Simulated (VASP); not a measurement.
Crystal: BaTiO3.

```
Ba Ti O
1.0
     3.99980    0.00000    0.00000
     0.00000    3.99980    0.00000
     0.00000    0.00000    4.01800
Ba Ti O
1 1 3
Direct
  0.00000 0.00000 0.00000
  0.50000 0.50000 0.49000
  0.50000 0.50000 0.01900
  0.50000 0.00000 0.51700
  0.00000 0.50000 0.51700
```

| Quantity | Value |
| --- | --- |
| Program | VASP 6.6.1 |
| Task | relaxation of cell and atoms |
| Functional | PBE |
| Potentials or basis | VASP PAW PBE potentials, release 64 (Ba_sv, Ti_sv, O) |
| Cutoff | 600 eV |
| k mesh | 5 × 5 × 5 |
| Occupations | gaussian, width 0.01 eV |
| Spin | no spin polarisation |

At the start: pressure 4.0 GPa; volume 12.86 Å³/atom.

Task: Where does the relaxation end?

Result: Over 18 steps the energy falls by 11.5 meV/atom and the volume is 13.46 Å³/atom (+4.7 %); space group P4mm (No. 99, to 0.05 Å).

Step by step:
```tsv
step	energy change (eV)	largest force (eV/Å)	pressure (GPa)	volume (Å³)
1	0.0000	0.2834	4.05	64.28
2	-0.0139	0.4626	-3.15	67.35
3	-0.0244	0.3836	-0.45	66.10
4	-0.0346	0.2309	-0.17	66.22
5	-0.0411	0.1587	0.50	66.41
6	-0.0464	0.1593	0.16	66.77
7	-0.0485	0.2188	-0.48	67.83
8	-0.0499	0.1902	-0.33	67.44
9	-0.0540	0.1366	-0.17	67.25
10	-0.0542	0.1238	-0.13	67.19
11	-0.0560	0.0875	0.41	67.01
12	-0.0562	0.0716	0.59	66.93
13	-0.0572	0.0541	-0.10	67.28
14	-0.0572	0.0487	-0.06	67.25
15	-0.0572	0.0470	-0.01	67.23
16	-0.0574	0.0328	0.00	67.26
17	-0.0575	0.0433	0.00	67.30
18	-0.0576	0.0147	0.08	67.32
```

Final structure:
```
Ba Ti O
1.0
     3.99801    0.00000    0.00000
     0.00000    3.99801    0.00000
     0.00000    0.00000    4.21195
Ba Ti O
1 1 3
Cartesian
  0.0000 0.0000 4.1742
  1.9990 1.9990 1.9902
  1.9990 1.9990 0.1733
  1.9990 0.0000 2.1866
  0.0000 1.9990 2.1866
```
